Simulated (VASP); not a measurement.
# LiTlTe2 (P-4m2) in VASP: a series of runs, part 2 of 2

VASP 6.6.1. The steps go on from the part before.

### Step 3. Single point, PBE

Contents of INCAR:

```
SYSTEM = LiTlTe2
ALGO = Normal
EDIFF = 1E-7
ENCUT = 520
GGA = PE
ISIF = 2
ISMEAR = 0
LASPH = .TRUE.
LCHARG = .FALSE.
LREAL = .FALSE.
LWAVE = .FALSE.
NBANDS = 22
NELM = 80
PREC = Accurate
SIGMA = 0.01
```

Contents of KPOINTS:

```
k-points
0
G
  4 4 4
  0 0 0
```

Contents of POSCAR:

```
LiTlTe2
1.0
    4.5980007822      0.0000000000      0.0000000000
    0.0000000000      4.5980007822      0.0000000000
    0.0000000000      0.0000000000      6.4734597936
Li Te Tl
1 2 1
Direct
    0.0000000000      0.0000000000      0.0000000000
    0.0000000000      0.5000000000      0.2309160927
    0.5000000000      0.0000000000      0.7690839073
    0.5000000000      0.5000000000      0.5000000000
```

Potentials or basis: VASP PAW PBE potentials, release 64 (Li_sv, Te, Tl_d).

Launch:

```bash
$ cat potpaw_PBE.64/Li_sv/POTCAR potpaw_PBE.64/Te/POTCAR potpaw_PBE.64/Tl_d/POTCAR > POTCAR
$ mpirun -np 1 vasp_std > vasp.out
```

OUTCAR:

```text
SYSTEM = LiTlTe2
   EDIFF = 1E-7
   ENCUT = 520
   GGA = PE
   ISIF = 2
   ISMEAR = 0
   LASPH = .TRUE.
   LREAL = .FALSE.
   NELM = 80
   PREC = Accurate

 ion  position               nearest neighbor table
   1  0.000  0.000  0.000-   2 2.74   3 2.74   2 2.74   3 2.74
   2  0.000  0.500  0.231-   1 2.74   1 2.74   4 2.88   4 2.88
   3  0.500  0.000  0.769-   1 2.74   1 2.74   4 2.88   4 2.88
   4  0.500  0.500  0.500-   2 2.88   3 2.88   3 2.88   2 2.88

  LATTYP: Found a simple tetragonal cell.
 ALAT       =     4.5980007822
 C/A-ratio  =     1.4078857530

  Lattice vectors:

 A1 = (   4.5980007822,   0.0000000000,   0.0000000000)
 A2 = (   0.0000000000,   4.5980007822,   0.0000000000)
 A3 = (   0.0000000000,   0.0000000000,   6.4734597936)

Analysis of symmetry for initial positions (statically):
=====================================================================
 Subroutine PRICEL returns:
 Original cell was already a primitive cell.

 Routine SETGRP: Setting up the symmetry group for a
 simple tetragonal supercell.

 Subroutine GETGRP returns: Found  8 space group operations
 (whereof  8 operations were pure point group operations)
 out of a pool of 16 trial point group operations.

The static configuration has the point symmetry D_2d.

Analysis of symmetry for dynamics (positions and initial velocities):
=====================================================================
 Subroutine PRICEL returns:
 Original cell was already a primitive cell.

 Routine SETGRP: Setting up the symmetry group for a
 simple tetragonal supercell.

 Subroutine GETGRP returns: Found  8 space group operations
 (whereof  8 operations were pure point group operations)
 out of a pool of 16 trial point group operations.

The dynamic configuration has the point symmetry D_2d.

 Subroutine INISYM returns: Found  8 space group operations
[... 111 lines left out ...]
   IALGO  =     38    algorithm
   IMIX   =      4    mixing-type and parameters
     AMIX     =   0.40;   BMIX     =  1.00
     AMIX_MAG =   1.60;   BMIX_MAG =  1.00
  volume/ion in A,a.u.               =      34.21       230.89
  Fermi-wavevector in a.u.,A,eV,Ry     =   0.964649  1.822922 12.660871  0.930548
  Thomas-Fermi vector in A             =   2.094298
   LORBIT       =      0    0 simple, 1 ext, 2 COOP (PROOUT), +10 PAW based schemes
   GGA     = PE    functional components
   LHFCALC =     F    Hartree Fock is set to
   AEXX    =    0.0000 exact exchange contribution
   IVDW    =     0    specifies the selected vdW correction
   LEPSILON=     F    determine dielectric tensor
   LRPA    =     F    only Hartree local field effects (RPA)
 non-spin polarized calculation
 Gauss-broadening in eV      SIGMA  =   0.01
  energy-cutoff  :      520.00
  volume of cell :      136.86
 maximum number of plane-waves:      3700
 NGX is ok and might be reduce to    36
   NGX = 17   NGY = 17   NGZ = 25

 number of electron      28.0000006 magnetization

 Free energy of the ion-electron system (eV)
  ---------------------------------------------------
  ext. energy  EPLUGINS =         0.00000000
  ---------------------------------------------------
  free energy    TOTEN  =       -12.14032193 eV

  energy without entropy =      -12.14032193  energy(sigma->0) =      -12.14032193

 E-fermi :   2.8832     XC(G=0):  -8.0173

 val. band max:        2.7915970758   @ k =   0.0000   0.0000   0.0000
 cond. band min:       2.9404379965   @ k =   0.0000   0.0000   0.0000
 fundamental gap:      0.1488409206
 Fermi energy:         2.8832053483

 k-point     1 :       0.0000    0.0000    0.0000
  band No.  band energies     occupation
      1     -42.4123      2.00000
      2      -8.6619      2.00000
      3      -8.3295      2.00000
      4      -8.3295      2.00000
      5      -8.2645      2.00000
      6      -8.1761      2.00000
[... 439 lines left out ...]
     21       9.4473      0.00000
     22      10.2051      0.00000

------------------------ aborting loop because EDIFF is reached ----------------------------------------

  FORCE on cell =-STRESS in cart. coord.  units (eV):
  Direction    XX          YY          ZZ          XY          YZ          ZX
  --------------------------------------------------------------------------------------
  -------------------------------------------------------------------------------------
  Total        0.8135785      0.8135785      0.6580463      0.0000000      0.0000000      0.0000000
  in kB        9.5243534      9.5243534      7.7035778      0.0000000      0.0000000      0.0000000
  external PRESSURE =       8.9174282 kB  Pullay stress =       0.0000000 kB

 VOLUME and BASIS-vectors are now :
 -----------------------------------------------------------------------------
  energy-cutoff  :      520.00
  volume of cell :      136.86
      direct lattice vectors                 reciprocal lattice vectors
     4.598000782  0.000000000  0.000000000     0.217485826  0.000000000  0.000000000
     0.000000000  4.598000782  0.000000000     0.000000000  0.217485826  0.000000000
     0.000000000  0.000000000  6.473459794     0.000000000  0.000000000  0.154476900

 POSITION                                       TOTAL-FORCE (eV/Angst)
 -----------------------------------------------------------------------------------
      0.00000      0.00000      0.00000        -0.000000     -0.000000      0.000000
      0.00000      2.29900      1.49483         0.000000     -0.000000     -0.174386
      2.29900      0.00000      4.97863         0.000000     -0.000000      0.174386
      2.29900      2.29900      3.23673         0.000000      0.000000      0.000000
 -----------------------------------------------------------------------------------
    total drift:                                0.000000      0.000000      0.000000

  FREE ENERGIE OF THE ION-ELECTRON SYSTEM (eV)
  ---------------------------------------------------
  free  energy   TOTEN  =       -12.1403219281 eV

  energy  without entropy=      -12.1403219281  energy(sigma->0) =      -12.14032193
```

OSZICAR:

```text
N       E                     dE             d eps       ncg     rms          rms(c)
DAV:   1     0.131311946008E+03    0.13131E+03   -0.11297E+04   792   0.110E+03
DAV:   2    -0.498602294735E+01   -0.13630E+03   -0.13161E+03   948   0.214E+02
DAV:   3    -0.122653089059E+02   -0.72793E+01   -0.72361E+01  1258   0.432E+01
DAV:   4    -0.125575273911E+02   -0.29222E+00   -0.29118E+00  1226   0.762E+00
DAV:   5    -0.125611837920E+02   -0.36564E-02   -0.36563E-02  1074   0.821E-01    0.645E+00
DAV:   6    -0.121843161780E+02    0.37687E+00   -0.74827E-01   846   0.637E+00    0.480E+00
DAV:   7    -0.121377285169E+02    0.46588E-01   -0.39862E-01   960   0.363E+00    0.181E+00
DAV:   8    -0.121384379375E+02   -0.70942E-03   -0.66937E-02   894   0.175E+00    0.438E-01
DAV:   9    -0.121393432193E+02   -0.90528E-03   -0.48723E-03   994   0.435E-01    0.206E-01
DAV:  10    -0.121400048316E+02   -0.66161E-03   -0.74446E-04   858   0.141E-01    0.883E-02
DAV:  11    -0.121402992618E+02   -0.29443E-03   -0.36708E-04   876   0.103E-01    0.304E-02
DAV:  12    -0.121403009221E+02   -0.16602E-05   -0.16940E-05   992   0.228E-02    0.181E-02
DAV:  13    -0.121403214511E+02   -0.20529E-04   -0.35755E-05   870   0.236E-02    0.414E-03
DAV:  14    -0.121403217410E+02   -0.28985E-06   -0.68120E-07  1052   0.485E-03    0.210E-03
DAV:  15    -0.121403218703E+02   -0.12935E-06   -0.10409E-07   738   0.176E-03    0.123E-03
DAV:  16    -0.121403219281E+02   -0.57782E-07   -0.88106E-08   726   0.139E-03
   1 F= -.12140322E+02 E0= -.12140322E+02  d E =-.524323E-18
```

It took 68 s on 1 thread of Oxide Virtual Turin-like, shared host; peak memory 0.23 GiB.

What came out:

```
Free energy            : -12.1403 eV
Largest force          : 0.174 eV/Å
Band gap on the k mesh : 0.15 eV
```

Forces in eV/Å, atoms in the order of the input:
```
Li   0.000  0.000  0.000
Te   0.000  0.000 -0.174
Te   0.000  0.000  0.174
Tl   0.000  0.000  0.000
```

Caveat: the cutoff is under 1.25 times the usual one of these potentials, so pressure, stress and relaxed cells hold a basis-set (Pulay) error; spin-orbit coupling is left out, which moves the levels of the heavy elements.
